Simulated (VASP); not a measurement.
Here is a VASP 6.6.1 calculation.

File INCAR:

```
  PREC = Accurate
  ENCUT = 500
  EDIFF = 1E-6
  ISMEAR = 0
  SIGMA = 0.05
  LREAL = False
  LASPH = True
  NELM = 200
  ALGO = Normal
  ISIF = 2
  LWAVE = False
  LCHARG = False
  ISPIN = 2
  MAGMOM = 2 -2 0 0 0 0
  LORBIT = 11
  LMAXMIX = 4
  GGA = PE
  NBANDS = 39
  GGA_COMPAT = False
  KPAR = 4
```

The input KPOINTS:

```
regular mesh
0
Gamma
  12 6 8
```

File POSCAR:

```
RuS2
1.0
    3.4363295606      0.0000000000      0.0000000000
   -3.4363295606      5.9518973906      0.0000000000
    0.0000000000      0.0000000000      5.1593450393
Ru S
2 4
Direct
    0.0000000000      0.0000000000      1.0000000000
    0.0000000000      0.5000000000      1.0000000000
    0.3333333333      0.3333333333      0.2537758778
    0.6666666667      0.1666666667      0.7462241222
    0.3333333333      0.8333333333      0.2537758778
    0.6666666667      0.6666666667      0.7462241222
```

Potentials or basis: VASP PAW PBE potentials, release 64 (Ru_pv, S).

Launch:

```console
$ cat potpaw_PBE.64/Ru_pv/POTCAR potpaw_PBE.64/S/POTCAR > POTCAR
$ mpirun -np 4 vasp_std > vasp.out
```

**Question.** Estimate the pressure.

**Answer.** -0.8 GPa.

**Question.** Estimate the largest force.

**Answer.** 0.104 eV/Å.

Forces in eV/Å, atoms in the order of the input:
```
Ru   0.000  0.000  0.000
Ru   0.000  0.000  0.000
S    0.000  0.000 -0.104
S    0.000  0.000  0.104
S    0.000  0.000 -0.104
S    0.000  0.000  0.104
```
